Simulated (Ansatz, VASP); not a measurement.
# Two plane-wave programs on ScSb3S

File INCAR:

```
  ALGO = Normal
  EDIFF = 1E-6
  ENCUT = 520
  GGA = PE
  ISIF = 2
  ISMEAR = 0
  ISPIN = 2
  LASPH = True
  LCHARG = False
  LMAXMIX = 4
  LORBIT = 11
  LREAL = False
  LWAVE = False
  MAGMOM = 1 0 0 0 0
  NBANDS = 28
  NELM = 150
  PREC = Accurate
  SIGMA = 0.1
```

File KPOINTS:

```
k-points
0
Gamma
  4 4 4
```

POSCAR

```
ScSb3S
1.0
    5.4170888244      0.0000000000      0.0000000000
    0.0000000000      5.4170888244      0.0000000000
    0.0000000000      0.0000000000      5.4170888244
Sc Sb S
1 3 1
Direct
    0.5000000000      0.5000000000      0.5000000000
    0.0000000000      0.5000000000      0.5000000000
    0.5000000000      0.0000000000      0.5000000000
    0.5000000000      0.5000000000      0.0000000000
    0.0000000000      0.0000000000      0.0000000000
```

Input for Ansatz:

```yaml
crystal:
  lattice:
    - [5.4170888244, 0.0, 0.0]
    - [0.0, 5.4170888244, 0.0]
    - [0.0, 0.0, 5.4170888244]
  atoms:
    - { symbol: Sc, position: [0.5, 0.5, 0.5], spin: 1.0 }
    - { symbol: Sb, position: [0.0, 0.5, 0.5] }
    - { symbol: Sb, position: [0.5, 0.0, 0.5] }
    - { symbol: Sb, position: [0.5, 0.5, 0.0] }
    - { symbol: S, position: [0.0, 0.0, 0.0] }
basis:
  ecutwfc: 420
kpoints:
  mp_grid: { grid: [4, 4, 4] }
hamiltonian:
  xc: pbe
scf:
  occupations: { method: gaussian, width: 0.1 }
  lower_state_search: "off"
output:
  forces: true
  stress: true
  eigenvalues: true
  populations: true
magnetization:
  spin_polarized: true
```

Alike in both runs: task single point; functional PBE; k mesh 4 × 4 × 4; occupations gaussian, width 0.1 eV; collinear spin.

```csv
,VASP,Ansatz
version,VASP 6.6.1,Ansatz 0.2.0
potentials or method,"VASP PAW PBE potentials, release 64 (Sc_sv, Sb, S), cutoff 520 eV","scalar-relativistic, plane waves, PAW"
valence electrons in the cell,32,62
```

Ansatz gave:

```
gap on the k mesh at the Fermi level (eV)                     : none
pressure (GPa)                                                : 0.0
net moment per atom (μB)                                      : 0.24
size of the moment on the site where the two differ most (μB) : 0.80
```

What did VASP give for the same quantities?

gap on the k mesh at the Fermi level (eV): none; pressure (GPa): -0.1; net moment per atom (μB): 0.24; size of the moment on the site where the two differ most (μB): 0.51.

Site moments also hang on the region over which each program counts them. A gap of «none» marks a metal or a gap that the smearing closes. The functional is the same, so the differences come from potentials, cutoffs and numerics. VASP's potentials hold 32 valence electrons a cell and Ansatz's 62, so a difference there can come from the potentials and not from the codes.

Spin-orbit coupling is off throughout.
